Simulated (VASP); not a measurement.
# Hg (Fd-3m) in VASP: single point with LDA

Aim: the single point of Hg with LDA.

All numbers are computed with VASP 6.6.1; they aren't measurements. Logs are shortened: lines on timing, memory, paths and dates and some standing lists are left out, and cuts for length are marked.

## Step 1: The cell of the first run

It takes space group Fd-3m (No. 227, cubic). The conventional cell has a = 6.440 Å, b = 6.440 Å, c = 6.440 Å, α = 90.00°, β = 90.00°, γ = 90.00°. Hg (site symmetry -43m) has 4 Hg at 2.79 Å within 3.7 Å.

## Step 2: Single point, LDA

Contents of INCAR:

```
ALGO = Normal
EDIFF = 1E-7
ENCUT = 520
ISIF = 2
ISMEAR = -1
LASPH = True
LCHARG = False
LREAL = False
LWAVE = False
NBANDS = 19
NELM = 60
PREC = Accurate
SIGMA = 0.13605693000000002
```

Contents of KPOINTS:

```
k-points
0
Gamma
  8 8 8
```

Contents of POSCAR:

```
Hg
1.0
    0.0000000000      3.2198634254      3.2198634254
    3.2198634254      0.0000000000      3.2198634254
    3.2198634254      3.2198634254      0.0000000000
Hg
2
Direct
    0.0000000000      0.0000000000      0.0000000000
    0.2500000000      0.2500000000      0.2500000000
```

Potentials or basis: VASP PAW LDA potentials, release 64 (Hg).

The run is started by

```sh
$ cat potpaw_LDA.64/Hg/POTCAR > POTCAR
$ mpirun -np 1 vasp_std > vasp.out
```

OUTCAR:

```text
EDIFF = 1E-7
   ENCUT = 520
   ISIF = 2
   ISMEAR = -1
   LASPH = True
   LREAL = False
   NELM = 60
   PREC = Accurate

 ion  position               nearest neighbor table
   1  0.000  0.000  0.000-   2 2.79   2 2.79   2 2.79   2 2.79
   2  0.250  0.250  0.250-   1 2.79   1 2.79   1 2.79   1 2.79

  LATTYP: Found a face centered cubic cell.
 ALAT       =     6.4397268508

  Lattice vectors:

 A1 = (   0.0000000000,   3.2198634254,   3.2198634254)
 A2 = (   3.2198634254,   0.0000000000,   3.2198634254)
 A3 = (   3.2198634254,   3.2198634254,   0.0000000000)

Analysis of symmetry for initial positions (statically):
=====================================================================
 Subroutine PRICEL returns:
 Original cell was already a primitive cell.

 Routine SETGRP: Setting up the symmetry group for a
 face centered cubic supercell.

 Subroutine GETGRP returns: Found 48 space group operations
 (whereof 24 operations were pure point group operations)
 out of a pool of 48 trial point group operations.

The static configuration has the point symmetry T_d .
 The point group associated with its full space group is O_h .

Analysis of symmetry for dynamics (positions and initial velocities):
=====================================================================
 Subroutine PRICEL returns:
 Original cell was already a primitive cell.

 Routine SETGRP: Setting up the symmetry group for a
 face centered cubic supercell.

 Subroutine GETGRP returns: Found 48 space group operations
 (whereof 24 operations were pure point group operations)
 out of a pool of 48 trial point group operations.

The dynamic configuration has the point symmetry T_d .
 The point group associated with its full space group is O_h .

 Subroutine INISYM returns: Found 48 space group operations
 (whereof 24 operations are pure point group operations),
 and found     1 'primitive' translations

----------------------------------------------------------------------------------------

                                     Primitive cell

  volume of cell :      66.7640

  direct lattice vectors                    reciprocal lattice vectors
     0.000000000  3.219863425  3.219863425    -0.155286089  0.155286089  0.155286089
     3.219863425  0.000000000  3.219863425     0.155286089 -0.155286089  0.155286089
     3.219863425  3.219863425  0.000000000     0.155286089  0.155286089 -0.155286089

  length of vectors
     4.553574525  4.553574525  4.553574525     0.268963397  0.268963397  0.268963397

  position of ions in fractional coordinates (direct lattice)
     0.000000000  0.000000000  0.000000000
     0.250000000  0.250000000  0.250000000

  ion indices of the primitive-cell ions
   primitive index   ion index
                 1           1
                 2           2

----------------------------------------------------------------------------------------

 KPOINTS: k-points

Automatic generation of k-mesh.
 Grid dimensions read from file:
 generate k-points for:    8    8    8

 Generating k-lattice:

  Cartesian coordinates                     Fractional coordinates (reciprocal lattice)
    -0.019410761  0.019410761  0.019410761     0.125000000  0.000000000  0.000000000
     0.019410761 -0.019410761  0.019410761     0.000000000  0.125000000  0.000000000
     0.019410761  0.019410761 -0.019410761     0.000000000  0.000000000  0.125000000

  Length of vectors
     0.033620425  0.033620425  0.033620425

  Shift w.r.t. Gamma in fractional coordinates (k-lattice)
     0.000000000  0.000000000  0.000000000

 Subroutine IBZKPT returns following result:
 ===========================================

 Found     29 irreducible k-points:

 Following reciprocal coordinates:
            Coordinates               Weight
  0.000000  0.000000  0.000000      1.000000
  0.125000  0.000000  0.000000      8.000000
  0.250000  0.000000  0.000000      8.000000
  0.375000  0.000000  0.000000      8.000000
  0.500000  0.000000  0.000000      4.000000
  0.125000  0.125000  0.000000      6.000000
[... 16 lines left out ...]
  0.500000  0.250000  0.125000     48.000000
 -0.375000  0.250000  0.125000     24.000000
 [... further k-points ...]
   k-points           NKPTS =     29   k-points in BZ     NKDIM =     29   number of bands    NBANDS=     19
   number of dos      NEDOS =    301   number of ions     NIONS =      2
   total plane-waves  NPLWV =  46656
   dimension x,y,z NGX =    36 NGY =   36 NGZ =   36
   dimension x,y,z NGXF=    72 NGYF=   72 NGZF=   72
   ions per type =               2
   NGX,Y,Z   is equivalent  to a cutoff of  13.14, 13.14, 13.14 a.u.
   NGXF,Y,Z  is equivalent  to a cutoff of  26.29, 26.29, 26.29 a.u.
 SYSTEM =  unknown system
   PREC   = accura    normal or accurate (medium, high low for compatibility)
   ISTART =      0    job   : 0-new  1-cont  2-samecut
   ICHARG =      2    charge: 1-file 2-atom 10-const
   ISPIN  =      1    spin polarized calculation?
   LNONCOLLINEAR =      F non collinear calculations
   LSORBIT =      F    spin-orbit coupling
   LASPH  =      T    aspherical Exc in radial PAW
   ENCUT  =  520.0 eV  38.22 Ry    6.18 a.u.   8.47  8.47  8.47*2*pi/ulx,y,z
   NELM   =     60;   NELMIN=  2; NELMDL= -5     # of ELM steps
   EDIFF  = 0.1E-06   stopping-criterion for ELM
   LREAL  =      F    real-space projection
   EDIFFG = 0.1E-05   stopping-criterion for IOM
   NSW    =      0    number of steps for IOM
   IBRION =     -1    ionic relax: 0-MD 1-quasi-New 2-CG
   NFREE  =      0    steps in history (QN), initial steepest desc. (CG)
   ISIF   =      2    stress and relaxation
   ISYM   =      2    0-nonsym 1-usesym 2-fastsym
   POTIM  = 0.5000    time-step for ionic-motion
   TEBEG  =    0.0;   TEEND  =   0.0 temperature during run
   PSTRESS=    0.0 pullay stress
   NELECT =      24.0000    total number of electrons
   NUPDOWN=      -1.0000    fix difference up-down
   EMIN   =  10.00;   EMAX   =-10.00  energy-range for DOS
   EFERMI =   0.00;   METHOD = LEGACY
   ISMEAR =    -1;   SIGMA  =   0.14  broadening in eV -4-tet -1-fermi 0-gaus
   EFERMI_NEDOS =   21; number of points for ismear=-14 and -15
   IALGO  =     38    algorithm
   IMIX   =      4    mixing-type and parameters
     AMIX     =   0.40;   BMIX     =  1.00
     AMIX_MAG =   1.60;   BMIX_MAG =  1.00
  volume/ion in A,a.u.               =      33.38       225.27
  Fermi-wavevector in a.u.,A,eV,Ry     =   1.164031  2.199699 18.435454  1.354968
  Thomas-Fermi vector in A             =   2.300574
   LORBIT       =      0    0 simple, 1 ext, 2 COOP (PROOUT), +10 PAW based schemes
   GGA     = CA    functional components
   LHFCALC =     F    Hartree Fock is set to
   AEXX    =    0.0000 exact exchange contribution
   IVDW    =     0    specifies the selected vdW correction
   LEPSILON=     F    determine dielectric tensor
   LRPA    =     F    only Hartree local field effects (RPA)
 non-spin polarized calculation
  energy-cutoff  :      520.00
  volume of cell :       66.76
 maximum number of plane-waves:      1817
 NGX is ok and might be reduce to    36
   NGX = 17   NGY = 17   NGZ = 17

 number of electron      24.0000001 magnetization

 Free energy of the ion-electron system (eV)
  ---------------------------------------------------
  ext. energy  EPLUGINS =         0.00000000
  ---------------------------------------------------
  free energy    TOTEN  =        -1.41262874 eV

  energy without entropy =       -1.36083950  energy(sigma->0) =       -1.38673412

 E-fermi :   0.7456     XC(G=0):  -9.1446

 val. band max:        0.5994028737   @ k =  -0.2500   0.3750   0.1250
 cond. band min:       0.7551350876   @ k =  -0.3750   0.3750   0.1250
 fundamental gap:      0.1557322139
 Fermi energy:         0.7455757989

 k-point     1 :       0.0000    0.0000    0.0000
  band No.  band energies     occupation
      1      -7.2794      2.00000
      2      -7.1252      2.00000
      3      -7.1252      2.00000
      4      -7.1252      2.00000
      5      -7.0443      2.00000
      6      -7.0443      2.00000
[... 11 lines left out ...]
     18       7.4196      0.00000
     19       7.6250      0.00000

 k-point     2 :       0.1250    0.0000    0.0000
  band No.  band energies     occupation
      1      -7.1944      2.00000
      2      -7.1944      2.00000
      3      -7.1721      2.00000
      4      -7.1263      2.00000
      5      -6.9456      2.00000
      6      -6.9456      2.00000
[... 11 lines left out ...]
     18       8.0099      0.00000
     19       9.4340      0.00000

 k-point     3 :       0.2500    0.0000    0.0000
  band No.  band energies     occupation
      1      -7.2368      2.00000
      2      -7.2368      2.00000
      3      -7.1462      2.00000
      4      -6.9502      2.00000
      5      -6.8472      2.00000
      6      -6.8472      2.00000
[... 11 lines left out ...]
     18       8.9283      0.00000
     19       9.2798      0.00000

 k-point     4 :       0.3750    0.0000    0.0000
  band No.  band energies     occupation
      1      -7.2309      2.00000
      2      -7.2309      2.00000
      3      -7.1560      2.00000
      4      -6.8475      2.00000
      5      -6.8245      2.00000
      6      -6.8245      2.00000
[... 11 lines left out ...]
     18       8.4860      0.00000
     19      11.2594      0.00000

 k-point     5 :       0.5000    0.0000    0.0000
  band No.  band energies     occupation
      1      -7.2175      2.00000
      2      -7.2175      2.00000
      3      -7.1594      2.00000
      4      -6.8347      2.00000
      5      -6.8347      2.00000
      6      -6.8338      2.00000
[... 11 lines left out ...]
     18       8.4144      0.00000
     19      13.0043      0.00000
[... 334 lines left out ...]
      2      -7.2318      2.00000
      3      -7.1874      2.00000
      4      -7.1874      2.00000
      5      -6.2159      2.00000
      6      -6.2159      2.00000
[... 11 lines left out ...]
     18      13.9661      0.00000
     19      14.5594      0.00000

 k-point    22 :       0.3750    0.2500    0.1250
  band No.  band energies     occupation
      1      -7.3326      2.00000
      2      -7.2330      2.00000
      3      -7.1279      2.00000
      4      -6.8561      2.00000
      5      -6.8163      2.00000
      6      -6.6231      2.00000
[... 11 lines left out ...]
     18      10.2860      0.00000
     19      11.3364      0.00000

 k-point    23 :       0.5000    0.2500    0.1250
  band No.  band energies     occupation
      1      -7.3432      2.00000
      2      -7.2913      2.00000
      3      -7.0809      2.00000
      4      -6.8212      2.00000
      5      -6.7460      2.00000
      6      -6.5574      2.00000
[... 11 lines left out ...]
     18      10.6391      0.00000
     19      11.8719      0.00000

 k-point    24 :      -0.3750    0.2500    0.1250
  band No.  band energies     occupation
      1      -7.3616      2.00000
      2      -7.2928      2.00000
      3      -7.0634      2.00000
      4      -6.8184      2.00000
      5      -6.6880      2.00000
      6      -6.5883      2.00000
[... 11 lines left out ...]
     18      10.5106      0.00000
     19      11.4407      0.00000

 [... further k-points ...]

------------------------ aborting loop because EDIFF is reached ----------------------------------------

  FORCE on cell =-STRESS in cart. coord.  units (eV):
  Direction    XX          YY          ZZ          XY          YZ          ZX
  --------------------------------------------------------------------------------------
  -------------------------------------------------------------------------------------
  Total        0.1833150      0.1833150      0.1833150      0.0000000      0.0000000     -0.0000000
  in kB        4.3991246      4.3991246      4.3991246      0.0000000      0.0000000     -0.0000000
  external PRESSURE =       4.3991246 kB  Pullay stress =       0.0000000 kB

 VOLUME and BASIS-vectors are now :
 -----------------------------------------------------------------------------
  energy-cutoff  :      520.00
  volume of cell :       66.76
      direct lattice vectors                 reciprocal lattice vectors
     0.000000000  3.219863425  3.219863425    -0.155286089  0.155286089  0.155286089
     3.219863425  0.000000000  3.219863425     0.155286089 -0.155286089  0.155286089
     3.219863425  3.219863425  0.000000000     0.155286089  0.155286089 -0.155286089

 POSITION                                       TOTAL-FORCE (eV/Angst)
 -----------------------------------------------------------------------------------
      0.00000      0.00000      0.00000         0.000000      0.000000     -0.000000
      1.60993      1.60993      1.60993        -0.000000     -0.000000      0.000000
 -----------------------------------------------------------------------------------
    total drift:                                0.000000      0.000000      0.000000

  FREE ENERGIE OF THE ION-ELECTRON SYSTEM (eV)
  ---------------------------------------------------
  free  energy   TOTEN  =        -1.4126287428 eV

  energy  without entropy=       -1.3608394994  energy(sigma->0) =       -1.38673412
```

Wall time 42 s (1 thread of Intel Xeon 8259CL, shared host); peak memory 0.18 GiB.

What came out:

```yaml
Free_energy: -1.4126 eV
Pressure: 0.4 GPa
Band_gap_on_the_k_mesh: zero (bands 12 and 13 overlap by 4.04 eV)
```

Caveat: spin-orbit coupling is left out, which moves the levels of the heavy elements.
